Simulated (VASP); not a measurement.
A run of VASP 6.6.1 is set up as follows.

File INCAR:

```
  PREC = Accurate
  ENCUT = 520
  EDIFF = 1E-6
  ISMEAR = 0
  SIGMA = 0.1
  LREAL = F
  LASPH = T
  NELM = 150
  ALGO = Normal
  ISIF = 2
  LWAVE = F
  LCHARG = F
  ISPIN = 2
  MAGMOM = 0 0
  LORBIT = 11
  LMAXMIX = 4
  GGA = PE
  NBANDS = 19
```

Contents of KPOINTS:

```
Automatic mesh
0
Gamma
  6 12 12
```

The input POSCAR:

```
Fe
1.0
    0.0000000000      3.5570000000      3.5570000000
    1.7785000000      0.0000000000      1.7785000000
    1.7785000000      1.7785000000      0.0000000000
Fe
2
Direct
    0.0000000000      0.0000000000      0.0000000000
    0.5000000000      0.0000000000      0.0000000000
```

Potentials or basis: VASP PAW PBE potentials, release 64 (Fe).

Run with:

```sh
$ cat potpaw_PBE.64/Fe/POTCAR > POTCAR
$ mpirun -np 1 vasp_std > vasp.out
```

Predict the pressure.

-21.7 GPa.

What does it give for the net moment?

0.00 μB per cell.

Caveat: the cell stands under tension.
